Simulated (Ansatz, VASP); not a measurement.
## N: VASP beside Ansatz

```
N
1.0
    -1.20026    1.21854    1.21854
     1.21854   -1.20026    1.21854
     1.21854    1.21854   -1.20026
N
1
Direct
  0.00000 0.00000 0.00000
```

Alike in both runs: task electric field gradients; functional PBE; dispersion D4; k mesh 16 × 16 × 16; occupations fermi-dirac, width 0.05 eV; no spin polarisation.

|  | VASP | Ansatz |
| --- | --- | --- |
| version | VASP 6.6.1 | Ansatz 0.2.0 |
| potentials or method | VASP PAW PBE potentials, release 64 (N) | PAW with Ansatz's default frozen-core files, scalar-relativistic |
| plane-wave cutoff (eV) | 520 | 420 |
| valence electrons in the cell | 5 | 5 |

```tsv
	VASP	Ansatz	Ansatz less VASP
gap on the k mesh at the Fermi level (eV)	none	none	-
pressure (GPa)	0.4	0.7	+0.26
traceless stress, the component that is largest in VASP (GPa)	1.23	1.25	+0.024
```

A gap of «none» marks a metal or a gap that the smearing closes.
